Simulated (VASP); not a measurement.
## Al: single point with r2SCAN

The system is Al.

```
Al
1.0
    -1.59122    1.59122    1.59122
     1.59122   -1.59122    1.59122
     1.59122    1.59122   -1.59122
Al
1
Direct
  0.00000 0.00000 0.00000
```

This isn't the form of Al at room conditions, which is fcc.

```json
{"Program": "VASP 6.6.1", "Task": "single point", "Functional": "r2SCAN", "Potentials or basis": "VASP PAW PBE potentials, release 64 (Al)", "Cutoff": "550 eV", "k mesh": "3 × 3 × 3", "Occupations": "fermi-dirac, width 0.15 eV", "Spin": "no spin polarisation"}
```

```json
{
  "Pressure": "1.4 GPa",
  "Band gap on the k mesh": "zero (an odd number of electrons rules out a gap without spin polarisation)"
}
```

Levels at points of the mesh, in eV from the Fermi level:
| k point | band 1 | band 2 | band 3 | band 4 | band 5 | band 6 |
| --- | --- | --- | --- | --- | --- | --- |
| (0.00, 0.00, 0.00) | -11.14 | 15.07 | 15.07 | 15.07 | 17.18 | 17.18 |

It took 9.1 s on 1 thread of Intel(R) Xeon(R) Platinum 8259CL CPU @ 2.50GHz (Skylake/Cascade Lake), with other jobs on the host, peak memory 0.13 GiB.

Caveat: the k points lie up to 0.93 Å⁻¹ apart, too coarse for converged energies and pressures of a metal; the PAW data sets were made with another functional, which shifts forces and pressure a little.
